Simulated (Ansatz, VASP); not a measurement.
**Zr2N in VASP and in Ansatz**

```
Zr N
1.0
     5.37005    0.00000    0.00000
     0.00000    5.37005    0.00000
     0.00000    0.00000    3.27262
Zr N
4 2
Direct
  0.29625 0.29625 0.00000
  0.70375 0.70375 0.00000
  0.79625 0.20375 0.50000
  0.20375 0.79625 0.50000
  0.00000 0.00000 0.00000
  0.50000 0.50000 0.50000
```

Alike in both runs: task single point; functional PBEsol; k mesh 10 × 10 × 16; occupations gaussian, width 0.15 eV; no spin polarisation.

|  | VASP | Ansatz |
| --- | --- | --- |
| version | VASP 6.6.1 | Ansatz 0.2.0 |
| potentials or method | VASP PAW PBE potentials, release 64 (Zr_sv, N), cutoff 520 eV | scalar-relativistic, plane waves, PAW |
| valence electrons in the cell | 58 | 58 |

|  | VASP | Ansatz | Ansatz less VASP |
| --- | --- | --- | --- |
| gap on the k mesh at the Fermi level (eV) | none | none | - |
| pressure (GPa) | 0.2 | 0.0 | -0.25 |
| traceless stress, the component that is largest in VASP (GPa) | 0.17 | 0.16 | -0.015 |
| rms of the force components (eV/Å) | 0.008 | 0.005 | -0.0028 |

VASP's potentials were made for PBE, not for PBEsol. Atom by atom the forces differ by 0.003 eV/Å (rms over components). A gap of «none» marks a metal or a gap that the smearing closes.
